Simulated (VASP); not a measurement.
Input of a VASP 6.6.1 run:

INCAR

```
PREC = Accurate ; ENCUT = 520
EDIFF = 1E-8 ; ISMEAR = -1
SIGMA = 0.02 ; LREAL = F
LASPH = T ; NELM = 80
ALGO = Normal ; ISIF = 2
LWAVE = F ; LCHARG = F
GGA = PE ; LEFG = T
NBANDS = 26
```

File KPOINTS:

```
regular mesh
0
Gamma
  10 10 6
```

File POSCAR:

```
GaN
1.0
    3.1800000000      0.0000000000      0.0000000000
   -1.5900000000      2.7539607840      0.0000000000
    0.0000000000      0.0000000000      5.1660000000
Ga N
2 2
Direct
    0.3333333333      0.6666666667     -0.0010334306
    0.6666666667      0.3333333333      0.4989665694
    0.3333333333      0.6666666667      0.3760334306
    0.6666666667      0.3333333333      0.8760334306
```

Potentials or basis: VASP PAW PBE potentials, release 64 (Ga_d, N).

Command:

```console
$ cat potpaw_PBE.64/Ga_d/POTCAR potpaw_PBE.64/N/POTCAR > POTCAR
$ mpirun -np 1 vasp_std > vasp.out
```

Task: Predict the pressure.

Result: 7.3 GPa.

Task: Predict the band gap on the k mesh.

Result: 1.99 eV.

Electric field gradients, principal values (V/Å²):
```
atom   least  middle  greatest (by size)
1 Ga  -1.949  -1.958               3.908
2 Ga  -1.949  -1.958               3.908
 3 N  -0.186  -0.188               0.375
 4 N  -0.186  -0.188               0.375
```

Caveat: the cell stands under pressure; without QUAD_EFG the Cq values of the log hold for a quadrupole moment of 1 mb, not for the nuclei.
